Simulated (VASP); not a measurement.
# Re (I4/mmm) in VASP: notebook, part 2 of 2

VASP 6.6.1. The steps go on from the part before.

### Step 3. Single point, PBE (strain +0.0100 x Voigt [0, 1, 0, 0, 0, 0])

File INCAR:

```
SYSTEM = Re
PREC = Accurate ; ENCUT = 520
EDIFF = 1E-6 ; ISMEAR = 0
SIGMA = 0.15 ; LREAL = .False.
LASPH = .True. ; NELM = 100
ALGO = Normal ; ISIF = 2
LWAVE = .False. ; LCHARG = .False.
GGA = PE ; NBANDS = 10
```

File KPOINTS:

```
regular mesh
0
Gamma
  20 20 20
  0 0 0
```

File POSCAR:

```
Re
1.0
    0.0000000000      1.9947500000      1.9750000000
    1.9750000000      0.0000000000      1.9750000000
    1.9750000000      1.9947500000      0.0000000000
Re
1
Direct
    0.0000000000      0.0000000000      0.0000000000
```

Potentials or basis: VASP PAW PBE potentials, release 64 (Re).

On the command line:

```sh
cat potpaw_PBE.64/Re/POTCAR > POTCAR
mpirun -np 1 vasp_std > vasp.out
```

OUTCAR:

```text
SYSTEM = Re
   PREC = Accurate
   ENCUT = 520
   EDIFF = 1E-6
   ISMEAR = 0
   LREAL = .False.
   LASPH = .True.
   NELM = 100
   ISIF = 2
   GGA = PE

 ion  position               nearest neighbor table
   1  0.000  0.000  0.000-

  LATTYP: Found a body centered tetragonal cell.
 ALAT       =     2.7930717857
 C/A-ratio  =     1.4283556980

  Lattice vectors:

 A1 = (   0.0000000000,  -1.9947500000,   1.9750000000)
 A2 = (   0.0000000000,  -1.9947500000,  -1.9750000000)
 A3 = (   1.9750000000,   1.9947500000,   0.0000000000)

Analysis of symmetry for initial positions (statically):
=====================================================================
 Subroutine PRICEL returns:
 Original cell was already a primitive cell.

 Routine SETGRP: Setting up the symmetry group for a
 body centered tetragonal supercell.

 Subroutine GETGRP returns: Found 16 space group operations
 (whereof 16 operations were pure point group operations)
 out of a pool of 16 trial point group operations.

The static configuration has the point symmetry D_4h.

Analysis of symmetry for dynamics (positions and initial velocities):
=====================================================================
 Subroutine PRICEL returns:
 Original cell was already a primitive cell.

 Routine SETGRP: Setting up the symmetry group for a
 body centered tetragonal supercell.

 Subroutine GETGRP returns: Found 16 space group operations
 (whereof 16 operations were pure point group operations)
 out of a pool of 16 trial point group operations.

The dynamic configuration has the point symmetry D_4h.

 Subroutine INISYM returns: Found 16 space group operations
 (whereof 16 operations are pure point group operations),
 and found     1 'primitive' translations

----------------------------------------------------------------------------------------

                                     Primitive cell

  volume of cell :      15.5615

  direct lattice vectors                    reciprocal lattice vectors
     0.000000000  1.994750000  1.975000000    -0.253164557  0.250657977  0.253164557
     1.975000000  0.000000000  1.975000000     0.253164557 -0.250657977  0.253164557
     1.975000000  1.994750000  0.000000000     0.253164557  0.250657977 -0.253164557

  length of vectors
     2.807071884  2.793071786  2.807071884     0.437051493  0.437051493  0.437051493

  position of ions in fractional coordinates (direct lattice)
     0.000000000  0.000000000  0.000000000

  ion indices of the primitive-cell ions
   primitive index   ion index
                 1           1

----------------------------------------------------------------------------------------

 KPOINTS: regular mesh

Automatic generation of k-mesh.
 Grid dimensions read from file:
 generate k-points for:   20   20   20

 Generating k-lattice:

  Cartesian coordinates                     Fractional coordinates (reciprocal lattice)
    -0.012658228  0.012532899  0.012658228     0.050000000  0.000000000 -0.000000000
     0.012658228 -0.012532899  0.012658228     0.000000000  0.050000000  0.000000000
     0.012658228  0.012532899 -0.012658228    -0.000000000  0.000000000  0.050000000

  Length of vectors
     0.021852575  0.021852575  0.021852575

  Shift w.r.t. Gamma in fractional coordinates (k-lattice)
     0.000000000  0.000000000  0.000000000

 Subroutine IBZKPT returns following result:
 ===========================================

 Found    641 irreducible k-points:

 Following reciprocal coordinates:
            Coordinates               Weight
  0.000000  0.000000  0.000000      1.000000
  0.050000  0.000000  0.000000      8.000000
  0.100000  0.000000  0.000000      8.000000
  0.150000  0.000000  0.000000      8.000000
  0.200000  0.000000  0.000000      8.000000
  0.250000  0.000000  0.000000      8.000000
[... 16 lines left out ...]
 -0.400000  0.050000 -0.000000     16.000000
 -0.350000  0.050000 -0.000000     16.000000
 [... further k-points ...]
   k-points           NKPTS =    641   k-points in BZ     NKDIM =    641   number of bands    NBANDS=     10
   number of dos      NEDOS =    301   number of ions     NIONS =      1
   total plane-waves  NPLWV =  13824
   dimension x,y,z NGX =    24 NGY =   24 NGZ =   24
   dimension x,y,z NGXF=    48 NGYF=   48 NGZF=   48
   ions per type =               1
   NGX,Y,Z   is equivalent  to a cutoff of  14.21, 14.28, 14.21 a.u.
   NGXF,Y,Z  is equivalent  to a cutoff of  28.43, 28.57, 28.43 a.u.
 SYSTEM =  Re
   PREC   = accura    normal or accurate (medium, high low for compatibility)
   ISTART =      0    job   : 0-new  1-cont  2-samecut
   ICHARG =      2    charge: 1-file 2-atom 10-const
   ISPIN  =      1    spin polarized calculation?
   LNONCOLLINEAR =      F non collinear calculations
   LSORBIT =      F    spin-orbit coupling
   LASPH  =      T    aspherical Exc in radial PAW
   ENCUT  =  520.0 eV  38.22 Ry    6.18 a.u.   5.22  5.19  5.22*2*pi/ulx,y,z
   NELM   =    100;   NELMIN=  2; NELMDL= -5     # of ELM steps
   EDIFF  = 0.1E-05   stopping-criterion for ELM
   LREAL  =      F    real-space projection
   EDIFFG = 0.1E-04   stopping-criterion for IOM
   NSW    =      0    number of steps for IOM
   IBRION =     -1    ionic relax: 0-MD 1-quasi-New 2-CG
   NFREE  =      0    steps in history (QN), initial steepest desc. (CG)
   ISIF   =      2    stress and relaxation
   ISYM   =      2    0-nonsym 1-usesym 2-fastsym
   POTIM  = 0.5000    time-step for ionic-motion
   TEBEG  =    0.0;   TEEND  =   0.0 temperature during run
   PSTRESS=    0.0 pullay stress
   NELECT =       7.0000    total number of electrons
   NUPDOWN=      -1.0000    fix difference up-down
   EMIN   =  10.00;   EMAX   =-10.00  energy-range for DOS
   EFERMI =   0.00;   METHOD = LEGACY
   ISMEAR =     0;   SIGMA  =   0.15  broadening in eV -4-tet -1-fermi 0-gaus
   EFERMI_NEDOS =   21; number of points for ismear=-14 and -15
   IALGO  =     38    algorithm
   IMIX   =      4    mixing-type and parameters
     AMIX     =   0.40;   BMIX     =  1.00
     AMIX_MAG =   1.60;   BMIX_MAG =  1.00
  volume/ion in A,a.u.               =      15.56       105.01
  Fermi-wavevector in a.u.,A,eV,Ry     =   1.254363  2.370403 21.407773  1.573427
  Thomas-Fermi vector in A             =   2.388172
   LORBIT       =      0    0 simple, 1 ext, 2 COOP (PROOUT), +10 PAW based schemes
   GGA     = PE    functional components
   LHFCALC =     F    Hartree Fock is set to
   AEXX    =    0.0000 exact exchange contribution
   IVDW    =     0    specifies the selected vdW correction
   LEPSILON=     F    determine dielectric tensor
   LRPA    =     F    only Hartree local field effects (RPA)
 non-spin polarized calculation
 Gauss-broadening in eV      SIGMA  =   0.15
  energy-cutoff  :      520.00
  volume of cell :       15.56
 maximum number of plane-waves:       444
 NGX is ok and might be reduce to    24
   NGX = 11   NGY = 11   NGZ = 11

 number of electron       7.0000000 magnetization

 Free energy of the ion-electron system (eV)
  ---------------------------------------------------
  ext. energy  EPLUGINS =         0.00000000
  ---------------------------------------------------
  free energy    TOTEN  =       -12.34316335 eV

  energy without entropy =      -12.33313521  energy(sigma->0) =      -12.33814928

 E-fermi :   7.4784     XC(G=0): -13.4236

 val. band max:        7.4748012533   @ k =  -0.1500   0.0000   0.1500
 cond. band min:       7.4798910452   @ k =  -0.3500   0.3000   0.1000
 fundamental gap:      0.0050897919
 Fermi energy:         7.4783643379

 k-point     1 :       0.0000    0.0000    0.0000
  band No.  band energies     occupation
      1      -2.2687      2.00000
      2       5.6086      2.00000
      3       5.7451      2.00000
      4       5.7451      2.00000
      5       8.5322      0.00000
      6       8.7177      0.00000
      7      21.3269      0.00000
      8      26.4558      0.00000
      9      26.7755      0.00000
     10      26.7755      0.00000
[... 287 lines left out ...]
 k-point    24 :      -0.3500    0.0500   -0.0000
  band No.  band energies     occupation
      1       0.9702      2.00000
      2       5.6712      2.00000
      3       5.8148      2.00000
      4       5.8611      2.00000
      5       9.7230      0.00000
      6      10.5302      0.00000
      7      18.7527      0.00000
      8      22.3872      0.00000
      9      28.0442      0.00000
     10      29.5736      0.00000

 [... further k-points ...]

------------------------ aborting loop because EDIFF is reached ----------------------------------------

  FORCE on cell =-STRESS in cart. coord.  units (eV):
  Direction    XX          YY          ZZ          XY          YZ          ZX
  --------------------------------------------------------------------------------------
  -------------------------------------------------------------------------------------
  Total       -1.1765029     -1.4336930     -1.1765029      0.0000000      0.0000000      0.0000000
  in kB     -121.1297757   -147.6094200   -121.1297757      0.0000000      0.0000000      0.0000000
  external PRESSURE =    -129.9563238 kB  Pullay stress =       0.0000000 kB

 VOLUME and BASIS-vectors are now :
 -----------------------------------------------------------------------------
  energy-cutoff  :      520.00
  volume of cell :       15.56
      direct lattice vectors                 reciprocal lattice vectors
     0.000000000  1.994750000  1.975000000    -0.253164557  0.250657977  0.253164557
     1.975000000  0.000000000  1.975000000     0.253164557 -0.250657977  0.253164557
     1.975000000  1.994750000  0.000000000     0.253164557  0.250657977 -0.253164557

 POSITION                                       TOTAL-FORCE (eV/Angst)
 -----------------------------------------------------------------------------------
      0.00000      0.00000      0.00000         0.000000     -0.000000      0.000000
 -----------------------------------------------------------------------------------
    total drift:                               -0.000000      0.000000      0.000000

  FREE ENERGIE OF THE ION-ELECTRON SYSTEM (eV)
  ---------------------------------------------------
  free  energy   TOTEN  =       -12.3431633507 eV

  energy  without entropy=      -12.3331352093  energy(sigma->0) =      -12.33814928
```

OSZICAR:

```text
N       E                     dE             d eps       ncg     rms          rms(c)
DAV:   1     0.491880771096E+01    0.49188E+01   -0.33898E+03 20204   0.763E+02
DAV:   2    -0.127303743401E+02   -0.17649E+02   -0.16349E+02 19778   0.158E+02
DAV:   3    -0.130892515160E+02   -0.35888E+00   -0.34614E+00 21264   0.356E+01
DAV:   4    -0.130912559322E+02   -0.20044E-02   -0.20023E-02 20928   0.130E+00
DAV:   5    -0.130912604087E+02   -0.44765E-05   -0.44776E-05 19152   0.300E-02    0.271E+01
DAV:   6    -0.125306520314E+02    0.56061E+00   -0.50820E-01 20222   0.191E+01    0.102E+01
DAV:   7    -0.123498967081E+02    0.18076E+00   -0.35064E-01 20374   0.151E+01    0.976E-01
DAV:   8    -0.123435173872E+02    0.63793E-02   -0.39734E-03 20042   0.650E-01    0.216E-01
DAV:   9    -0.123431532885E+02    0.36410E-03   -0.35225E-04 19806   0.190E-01    0.201E-02
DAV:  10    -0.123431632450E+02   -0.99565E-05   -0.11989E-05 18334   0.218E-02    0.344E-03
DAV:  11    -0.123431633507E+02   -0.10576E-06   -0.12573E-07  9846   0.949E-03
   1 F= -.12343163E+02 E0= -.12338149E+02  d E =-.100281E-01
```

Run time: 80 s. Hardware: 1 thread of Intel Xeon 8259CL, shared host; peak memory 0.23 GiB.

What came out:

| Quantity | Value |
| --- | --- |
| Free energy | -12.3432 eV |
| Pressure | -13.0 GPa |
| Band gap on the k mesh | zero (an odd number of electrons rules out a gap without spin polarisation) |

Levels at points of the mesh, in eV from the Fermi level:
| k point | band 2 | band 3 | band 4 | band 5 | band 6 | band 7 |
| --- | --- | --- | --- | --- | --- | --- |
| (0.00, 0.00, 0.00) | -1.87 | -1.73 | -1.73 | 1.05 | 1.24 | 13.85 |
| (0.50, 0.00, 0.00) | -2.04 | -1.89 | 0.13 | 3.45 | 3.53 | 9.16 |
| (0.50, 0.50, 0.00) | -5.54 | 2.63 | 3.43 | 4.10 | 4.24 | 11.70 |
| (0.50, 0.00, 0.50) | -5.52 | 2.43 | 3.44 | 4.16 | 4.16 | 11.87 |

Caveat: the cell differs from its parent crystal (strain +0.0100 x Voigt [0, 1, 0, 0, 0, 0]); the cell stands under tension; spin-orbit coupling is left out, which moves the levels of the heavy elements.

### Step 4. Single point, PBE (strain +0.0175 x Voigt [0, 1, 0, 0, 0, 0])

File INCAR:

```
ALGO     = Normal         # electronic algorithm
EDIFF    = 1E-6           # SCF threshold, eV
ENCUT    = 520            # plane-wave cutoff, eV
GGA      = PE             # functional
ISIF     = 2              # what is computed and relaxed
ISMEAR   = 0              # smearing method
LASPH    = True           # aspherical terms in the spheres
LCHARG   = True           # write CHGCAR
LELF     = True           # ELF
LREAL    = False          # projectors in reciprocal space
LVHAR    = True         
LWAVE    = False          # write WAVECAR
NBANDS   = 10             # bands
NELM     = 100            # most SCF steps
PREC     = Accurate       # precision mode
SIGMA    = 0.15           # smearing width, eV
```

File KPOINTS:

```
k-points
0
Gamma
  20 20 20
```

File POSCAR:

```
Re
1.0
    0.0000000000      2.0095625000      1.9750000000
    1.9750000000      0.0000000000      1.9750000000
    1.9750000000      2.0095625000      0.0000000000
Re
1
Direct
    0.0000000000      0.0000000000      0.0000000000
```

On the command line:

```sh
cat potpaw_PBE.64/Re/POTCAR > POTCAR
mpirun -np 1 vasp_std > vasp.out
```

Run time: 95 s. Hardware: 1 thread of Intel Xeon 8259CL, shared host; peak memory 0.23 GiB.

The run converged. Its results:

```
Free energy            : -12.3313 eV
Pressure               : -15.2 GPa
Band gap on the k mesh : zero (an odd number of electrons rules out a gap without spin polarisation)
```

Stress tensor (GPa, compression positive):
```
-13.70   0.00   0.00
  0.00 -18.27   0.00
  0.00   0.00 -13.70
```

Levels at points of the mesh, in eV from the Fermi level:
```csv
k point,band 1,band 2,band 3,band 4,band 5,band 6,band 7,band 8,band 9
"(0.00, 0.00, 0.00)",-9.69,-1.92,-1.68,-1.68,0.97,1.29,13.84,18.78,19.33
"(0.50, 0.00, 0.00)",-6.44,-2.07,-1.82,0.12,3.37,3.51,9.06,13.32,19.26
"(0.50, 0.50, 0.00)",-6.29,-5.48,2.66,3.38,3.99,4.24,11.56,11.78,12.05
"(0.50, 0.00, 0.50)",-6.31,-5.46,2.31,3.41,4.10,4.10,11.63,11.96,11.96
```

Caveat: the cell differs from its parent crystal (strain +0.0175 x Voigt [0, 1, 0, 0, 0, 0]); the cell stands under tension; spin-orbit coupling is left out, which moves the levels of the heavy elements.

### Step 5. The runs side by side

| cell | gap on the mesh (eV) | pressure (GPa) |
| --- | --- | --- |
| a = 2.814, b = 2.793 Å, angles 60.2, 59.5, 60.2°, 1 atom | none | -14.5 |
| a = 2.807, b = 2.793 Å, angles 60.2, 59.7, 60.2°, 1 atom | none | -13.0 |
| a = 2.818, b = 2.793 Å, angles 60.3, 59.4, 60.3°, 1 atom | none | -15.2 |

Alike in all rows: task single point; level PBE; potentials or basis VASP PAW PBE potentials, release 64 (Re); no spin polarisation; k mesh 20 × 20 × 20; cutoff (eV) 520; smearing gaussian 0.15 eV.

Caveats: the cell stands under tension; spin-orbit coupling is left out, which moves the levels of the heavy elements.

Absolute energies hang on the potentials; compare differences alone.
